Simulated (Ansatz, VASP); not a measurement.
**One calculation of Pd, two programs**

```
Pd
1.0
     0.00000    1.94490    1.94490
     1.94490    0.00000    1.94490
     1.94490    1.94490    0.00000
Pd
1
Cartesian
  0.0000 0.0000 0.0000
```

Alike in both runs: task relaxation of cell and atoms; functional BLYP; k mesh 14 × 14 × 14; occupations fermi-dirac, width 0.05 eV; collinear spin.

|  | VASP | Ansatz |
| --- | --- | --- |
| version | VASP 6.6.1 | Ansatz 0.2.0 |
| potentials or method | VASP PAW PBE potentials, release 64 (Pd), cutoff 600 eV | plane waves (420 eV) with PAW, scalar-relativistic |
| valence electrons in the cell | 10 | 18 |

```csv
,VASP,Ansatz,Ansatz less VASP
net moment per atom (μB),0.39,0.39,+0.003
size of the moment on the site where the two differ most (μB),0.39,0.40,+0.009
relaxed volume (Å³/atom),16.43,16.38,-0.042
relaxed cell length with the largest relative difference (Å),2.853,2.851,-0.0024
```

VASP's potentials were made for PBE, not for BLYP. Site moments also hang on the region over which each program counts them. VASP's potentials hold 10 valence electrons a cell and Ansatz's 18, so a difference there can come from the potentials and not from the codes.
